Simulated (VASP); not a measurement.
# TiTe2 (P-3m1) in VASP: further runs

TiTe2 is run at these levels: PBEsol, PBE; tasks: vibrations by perturbation theory.

All numbers are computed with VASP 6.6.1; they aren't measurements. Logs are shortened: lines on timing, memory, paths and dates and some standing lists are left out, and cuts for length are marked.

### 1 The cell of the first run

The structure is trigonal, space group P-3m1 (No. 164). The conventional cell has a = 3.777 Å, b = 3.777 Å, c = 6.498 Å, α = 90.00°, β = 90.00°, γ = 120.00°. Te (site symmetry 3m) has 3 Ti at 2.77 Å within 3.7 Å. Within 3.7 Å of Ti (site symmetry -3m) lie 6 Te at 2.77 Å.

### 2 Vibrations by perturbation theory, PBEsol

The input, INCAR:

```
PREC = Accurate ; ENCUT = 520
EDIFF = 1E-8 ; ISMEAR = -1
SIGMA = 0.05 ; LREAL = F
LASPH = T ; NELM = 100
ALGO = Normal ; ISIF = 2
LWAVE = F ; LCHARG = F
GGA = PS ; IBRION = 8
NSW = 1
```

The input, KPOINTS:

```
regular mesh
0
Gamma
  6 6 3
```

The input, POSCAR:

```
TiTe2
1.0
    3.7770000000      0.0000000000      0.0000000000
   -1.8885000000      3.2709779501      0.0000000000
    0.0000000000      0.0000000000      6.4980000000
Te Ti
2 1
Direct
    0.3333333333      0.6666666667      0.7372000000
    0.6666666667      0.3333333333      0.2628000000
    0.0000000000      0.0000000000      0.0000000000
```

Potentials or basis: VASP PAW PBE potentials, release 64 (Te, Ti_sv).

The run is started by

```sh
$ cat potpaw_PBE.64/Te/POTCAR potpaw_PBE.64/Ti_sv/POTCAR > POTCAR
$ mpirun -np 1 vasp_std > vasp.out
```

OUTCAR:

```text
PREC = Accurate
   ENCUT = 520
   EDIFF = 1E-8
   ISMEAR = -1
   LREAL = F
   LASPH = T
   NELM = 100
   ISIF = 2
   GGA = PS
   IBRION = 8
   NSW = 1

 ion  position               nearest neighbor table
   1  0.333  0.667  0.737-   3 2.77   3 2.77   3 2.77
   2  0.667  0.333  0.263-   3 2.77   3 2.77   3 2.77
   3  0.000  0.000  0.000-   1 2.77   2 2.77   2 2.77   1 2.77   2 2.77   1 2.77

  LATTYP: Found a hexagonal cell.
 ALAT       =     3.7770000000
 C/A-ratio  =     1.7204130262

  Lattice vectors:

 A1 = (   3.7770000000,   0.0000000000,   0.0000000000)
 A2 = (  -1.8885000000,   3.2709779501,   0.0000000000)
 A3 = (   0.0000000000,   0.0000000000,   6.4980000000)

Analysis of symmetry for initial positions (statically):
=====================================================================
 Subroutine PRICEL returns:
 Original cell was already a primitive cell.

 Routine SETGRP: Setting up the symmetry group for a
 hexagonal supercell.

 Subroutine GETGRP returns: Found 12 space group operations
 (whereof 12 operations were pure point group operations)
 out of a pool of 24 trial point group operations.

The static configuration has the point symmetry D_3d.

Analysis of symmetry for dynamics (positions and initial velocities):
=====================================================================
 Subroutine PRICEL returns:
 Original cell was already a primitive cell.

 Routine SETGRP: Setting up the symmetry group for a
 hexagonal supercell.

 Subroutine GETGRP returns: Found 12 space group operations
 (whereof 12 operations were pure point group operations)
 out of a pool of 24 trial point group operations.

The dynamic configuration has the point symmetry D_3d.

 Subroutine INISYM returns: Found 12 space group operations
[... 487 lines left out ...]
     0.000000000  0.000000000  6.498000000     0.000000000  0.000000000  0.153893506

 POSITION                                       TOTAL-FORCE (eV/Angst)
 -----------------------------------------------------------------------------------
     -0.00000      2.18065      4.79033         0.000000     -0.000000      0.176932
      1.88850      1.09033      1.70767        -0.000000      0.000000     -0.176932
      0.00000      0.00000      0.00000         0.000000      0.000000      0.000000
 -----------------------------------------------------------------------------------
    total drift:                                0.000000     -0.000000     -0.000000

  FREE ENERGIE OF THE ION-ELECTRON SYSTEM (eV)
  ---------------------------------------------------
  free  energy   TOTEN  =       -17.5160669079 eV

  energy  without entropy=      -17.5053591791  energy(sigma->0) =      -17.51071304

[... ionic steps 2 to 9 ...]

--------------------------------------- Ionic step       10  -------------------------------------------

------------------------ aborting loop because EDIFF is reached ----------------------------------------

[... ionic steps 11 to 11 ...]

--------------------------------------- Ionic step       12  -------------------------------------------

 Free energy of the ion-electron system (eV)
  ---------------------------------------------------
  ---------------------------------------------------
  free energy    TOTEN  =        -0.69710097 eV

  energy without entropy =       -0.69710099

------------------------ aborting loop because EDIFF is reached ----------------------------------------

 INTERNAL STRAIN TENSOR  FOR ION    3  DIRECTION 3   (eV/Angst):
 -----------------------------------------------------------------------------
     0.00245 -0.00000  0.00000
     0.00000  0.00245 -0.00000
     0.00000  0.00000  0.05231

 INTERNAL STRAIN TENSOR FOR ION    3 for displacements in x,y,z  (eV/Angst):
          X           Y           Z          XY          YZ          ZX
  --------------------------------------------------------------------------------
  x     0.00000     0.00000     0.00000     0.00000     0.00000     0.00000
  y     0.00000     0.00000     0.00000     0.00000     0.00000     0.00000
  z     0.00000     0.00000     0.00000     0.00000     0.00000     0.00000

 SECOND DERIVATIVES (NOT SYMMETRIZED)
 ------------------------------------
               1X          1Y          1Z          2X          2Y          2Z          3X          3Y          3Z
  1X    -3.460380    0.000000    0.000000    0.837835    0.000000    0.000000    2.622545    0.000000    0.000000
  1Y     0.000000   -3.460380    0.000000    0.000000    0.837835    0.000000    0.000000    2.622545    0.000000
  1Z     0.000000    0.000000   -7.356809    0.000000    0.000000    1.602073    0.000000    0.000000    5.754736
  2X     0.837835    0.000000    0.000000   -3.460380    0.000000    0.000000    2.622545    0.000000    0.000000
  2Y     0.000000    0.837835    0.000000    0.000000   -3.460380    0.000000    0.000000    2.622545    0.000000
  2Z     0.000000    0.000000    1.602073    0.000000    0.000000   -7.356809    0.000000    0.000000    5.754736
  3X     2.637181    0.000000    0.000000    2.637181    0.000000    0.000000   -5.274362    0.000000    0.000000
  3Y     0.000000    2.637181    0.000000    0.000000    2.637181    0.000000    0.000000   -5.274362    0.000000
  3Z     0.000000    0.000000    5.785281    0.000000    0.000000    5.785281    0.000000    0.000000  -11.570562

 Eigenvectors and eigenvalues of the dynamical matrix
 ----------------------------------------------------

   1 f  =    8.371595 THz    52.600281 2PiTHz  279.246341 cm-1    34.622118 meV
             X         Y         Z           dx          dy          dz
     -0.000000  2.180652  4.790326     0.000000   -0.000000   -0.280425
      1.888500  1.090326  1.707674    -0.000000   -0.000000   -0.280425
      0.000000  0.000000  0.000000     0.000000    0.000000    0.918000
[... 43 lines left out ...]
   9 f/i=    0.008067 THz     0.050687 2PiTHz    0.269090 cm-1     0.033363 meV
             X         Y         Z           dx          dy          dz
     -0.000000  2.180652  4.790326     0.000000    0.000000    0.649124
      1.888500  1.090326  1.707674     0.000000    0.000000    0.649124
      0.000000  0.000000  0.000000     0.000000    0.000000    0.396580

--------------------------------------------------------------------------------------------------------

 ELASTIC MODULI CONTR FROM IONIC RELAXATION (kBar)
 Direction    XX          YY          ZZ          XY          YZ          ZX
 --------------------------------------------------------------------------------
 XX        -193.7753   -109.3981   -326.6706     -0.0000   -135.2069     -0.0000
 YY        -109.3981   -193.7753   -326.6706     -0.0000    135.2069     -0.0000
 ZZ        -326.6706   -326.6706   -703.9776     -0.0000     -0.0000     -0.0000
 XY          -0.0000     -0.0000     -0.0000    -42.1886     -0.0000   -114.5903
 YZ        -135.2069    135.2069     -0.0000     -0.0000   -433.3137     -0.0000
 ZX          -0.0000     -0.0000     -0.0000   -114.5903     -0.0000   -311.2435
 --------------------------------------------------------------------------------
```

stdout:

```text
POSCAR found type information on POSCAR TeTi
 POSCAR found :  2 types and       3 ions
 scaLAPACK will be used
 -----------------------------------------------------------------------------
|                                                                             |
|                                                                             |
|     You enforced a specific xc type in the INCAR file but a different       |
|     I HOPE YOU KNOW WHAT YOU ARE DOING!                                     |
|                                                                             |
 -----------------------------------------------------------------------------

 LDA part: xc-table for (Slater+PW92), standard interpolation
 POSCAR, INCAR and KPOINTS ok, starting setup
 FFT: planning ... GRIDC
 FFT: planning ... GRID_SOFT
 FFT: planning ... GRID
 WAVECAR not read
 entering main loop
 Linear response reoptimize wavefunctions to high precision
 Linear response DOF=           4
 Linear response progress:
 first order change of Fermi-energy   0.41311E-04
 force on displaced ion       1 direction 1 :  -3.460  -0.002  -0.000
 Linear response progress:
 first order change of Fermi-energy   0.34156E-01
 force on displaced ion       1 direction 3 :   0.000  -0.000  -7.357
 Linear response progress:
 first order change of Fermi-energy   0.85888E-03
 force on displaced ion       3 direction 1 :  -5.274   0.000   0.000
 Linear response progress:
 first order change of Fermi-energy  -0.24005E-02
 force on displaced ion       3 direction 3 :   0.000   0.000 -11.571
 Linear response finished
```

It took 4.9 min on 1 thread of AMD EPYC 9R14 (Zen 4), shared host; peak memory 0.3 GiB.

Results:

```
Highest phonon frequency at Γ, LO-TO splitting left out : 279 cm⁻¹
```

Phonon frequencies in cm⁻¹ (negative: imaginary):
```
              q point                  frequencies
(0.000, 0.000, 0.000)  0 0 0 96 96 138 189 189 279
```

Caveat: the cell wasn't relaxed at this level first, which shifts response properties; spin-orbit coupling is left out, which moves the levels of the heavy elements.

### 3 Vibrations by perturbation theory, PBE

The input, INCAR:

```
SYSTEM = TiTe2
ALGO = Normal ; EDIFF = 1E-8
ENCUT = 520 ; GGA = PE
IBRION = 8 ; ISIF = 2
ISMEAR = -1 ; LASPH = .TRUE.
LCHARG = .FALSE. ; LREAL = .FALSE.
LWAVE = .FALSE. ; NBANDS = 19
NELM = 80 ; NSW = 1
PREC = Accurate ; SIGMA = 0.05
```

The input, KPOINTS:

```
k-points
0
G
  6 6 3
  0 0 0
```

POSCAR is that of step 2.

Potentials or basis: VASP PAW PBE potentials, release 64 (Te, Ti_sv).

The run is started by

```sh
$ cat potpaw_PBE.64/Te/POTCAR potpaw_PBE.64/Ti_sv/POTCAR > POTCAR
$ mpirun -np 1 vasp_std > vasp.out
```

OUTCAR:

```text
SYSTEM = TiTe2
   EDIFF = 1E-8
   ENCUT = 520
   GGA = PE
   IBRION = 8
   ISIF = 2
   ISMEAR = -1
   LASPH = .TRUE.
   LREAL = .FALSE.
   NELM = 80
   NSW = 1
   PREC = Accurate

 ion  position               nearest neighbor table
   1  0.333  0.667  0.737-   3 2.77   3 2.77   3 2.77
   2  0.667  0.333  0.263-   3 2.77   3 2.77   3 2.77
   3  0.000  0.000  0.000-   1 2.77   2 2.77   2 2.77   1 2.77   2 2.77   1 2.77

  LATTYP: Found a hexagonal cell.
 ALAT       =     3.7770000000
 C/A-ratio  =     1.7204130262

  Lattice vectors:

 A1 = (   3.7770000000,   0.0000000000,   0.0000000000)
 A2 = (  -1.8885000000,   3.2709779501,   0.0000000000)
 A3 = (   0.0000000000,   0.0000000000,   6.4980000000)

Analysis of symmetry for initial positions (statically):
=====================================================================
 Subroutine PRICEL returns:
 Original cell was already a primitive cell.

 Routine SETGRP: Setting up the symmetry group for a
 hexagonal supercell.

 Subroutine GETGRP returns: Found 12 space group operations
 (whereof 12 operations were pure point group operations)
 out of a pool of 24 trial point group operations.

The static configuration has the point symmetry D_3d.

Analysis of symmetry for dynamics (positions and initial velocities):
=====================================================================
 Subroutine PRICEL returns:
[... 566 lines left out ...]
[... ionic steps 2 to 9 ...]

--------------------------------------- Ionic step       10  -------------------------------------------

------------------------ aborting loop because EDIFF is reached ----------------------------------------

[... ionic steps 11 to 11 ...]

--------------------------------------- Ionic step       12  -------------------------------------------

 Free energy of the ion-electron system (eV)
  ---------------------------------------------------
  ---------------------------------------------------
  free energy    TOTEN  =        -0.70574289 eV

  energy without entropy =       -0.70574291

------------------------ aborting loop because EDIFF is reached ----------------------------------------

 INTERNAL STRAIN TENSOR  FOR ION    3  DIRECTION 3   (eV/Angst):
 -----------------------------------------------------------------------------
     0.00089  0.00000  0.00000
    -0.00000  0.00089 -0.00000
     0.00000  0.00000  0.05648

 INTERNAL STRAIN TENSOR FOR ION    3 for displacements in x,y,z  (eV/Angst):
          X           Y           Z          XY          YZ          ZX
  --------------------------------------------------------------------------------
  x     0.00000     0.00000     0.00000     0.00000     0.00000     0.00000
  y     0.00000     0.00000     0.00000     0.00000     0.00000     0.00000
  z     0.00000     0.00000     0.00000     0.00000     0.00000     0.00000

 SECOND DERIVATIVES (NOT SYMMETRIZED)
 ------------------------------------
               1X          1Y          1Z          2X          2Y          2Z          3X          3Y          3Z
  1X    -3.597253    0.000000    0.000000    0.878087    0.000000    0.000000    2.719166    0.000000    0.000000
  1Y     0.000000   -3.597253    0.000000    0.000000    0.878087    0.000000    0.000000    2.719166    0.000000
  1Z     0.000000    0.000000   -7.697195    0.000000   -0.000000    1.804218    0.000000    0.000000    5.892977
  2X     0.878087    0.000000    0.000000   -3.597253    0.000000    0.000000    2.719166    0.000000    0.000000
  2Y     0.000000    0.878087    0.000000    0.000000   -3.597253    0.000000    0.000000    2.719166    0.000000
  2Z     0.000000   -0.000000    1.804218    0.000000    0.000000   -7.697195    0.000000    0.000000    5.892977
  3X     2.716050    0.000000    0.000000    2.716050    0.000000    0.000000   -5.432101    0.000000    0.000000
  3Y     0.000000    2.716050    0.000000    0.000000    2.716050    0.000000    0.000000   -5.432101    0.000000
  3Z     0.000000   -0.000000    5.895337    0.000000   -0.000000    5.895337    0.000000   -0.000000  -11.790675

 Eigenvectors and eigenvalues of the dynamical matrix
 ----------------------------------------------------

   1 f  =    8.454103 THz    53.118699 2PiTHz  281.998536 cm-1    34.963347 meV
             X         Y         Z           dx          dy          dz
     -0.000000  2.180652  4.790326    -0.000000   -0.000000   -0.281003
      1.888500  1.090326  1.707674    -0.000000   -0.000000   -0.281003
      0.000000  0.000000  0.000000     0.000000    0.000000    0.917647
[... 43 lines left out ...]
   9 f/i=    0.001200 THz     0.007542 2PiTHz    0.040039 cm-1     0.004964 meV
             X         Y         Z           dx          dy          dz
     -0.000000  2.180652  4.790326     0.637156    0.122342    0.000000
      1.888500  1.090326  1.707674     0.637156    0.122342   -0.000000
      0.000000  0.000000  0.000000     0.390523    0.074985    0.000000

--------------------------------------------------------------------------------------------------------

 ELASTIC MODULI CONTR FROM IONIC RELAXATION (kBar)
 Direction    XX          YY          ZZ          XY          YZ          ZX
 --------------------------------------------------------------------------------
 XX        -202.9719   -107.1890   -318.4856     -0.0000   -145.9379     -0.0000
 YY        -107.1890   -202.9719   -318.4856     -0.0000    145.9379     -0.0000
 ZZ        -318.4856   -318.4856   -654.0674     -0.0000     -0.0000     -0.0000
 XY          -0.0000     -0.0000     -0.0000    -47.8914      0.0000   -124.1795
 YZ        -145.9379    145.9379     -0.0000      0.0000   -444.7114      0.0000
 ZX          -0.0000     -0.0000     -0.0000   -124.1795      0.0000   -321.9898
 --------------------------------------------------------------------------------
```

OSZICAR:

```text
N       E                     dE             d eps       ncg     rms          rms(c)
DAV:   1     0.182080023911E+03    0.18208E+03   -0.10975E+04   646   0.118E+03
DAV:   2    -0.191754983647E+01   -0.18400E+03   -0.17907E+03   690   0.300E+02
DAV:   3    -0.178373170639E+02   -0.15920E+02   -0.15588E+02   982   0.829E+01
[... 113 lines left out ...]
RMM:  24    -0.705742736221E+00   -0.78564E-08   -0.29493E-07  1574   0.442E-04    0.177E-04
RMM:  25    -0.705742848306E+00   -0.11208E-06   -0.27903E-07  1774   0.425E-04    0.137E-04
RMM:  26    -0.705742890511E+00   -0.42205E-07   -0.17489E-07  1645   0.365E-04    0.124E-04
RMM:  27    -0.705742883610E+00    0.69006E-08   -0.19559E-07  1515   0.324E-04    0.120E-04
RMM:  28    -0.705742885719E+00   -0.21091E-08   -0.91171E-08  1644   0.287E-04    0.128E-04
 Linear response finished
```

Run time: 7.6 min. Hardware: 1 thread of Intel Xeon 6975P-C, shared host; peak memory 0.35 GiB.

Results:

```yaml
Highest_phonon_frequency_at_Γ_LO-TO_splitting_left_out: 282 cm⁻¹
```

Phonon frequencies in cm⁻¹ (negative: imaginary):
```
              q point                  frequencies
(0.000, 0.000, 0.000)  0 0 0 98 98 142 191 191 282
```

Caveat: spin-orbit coupling is left out, which moves the levels of the heavy elements.
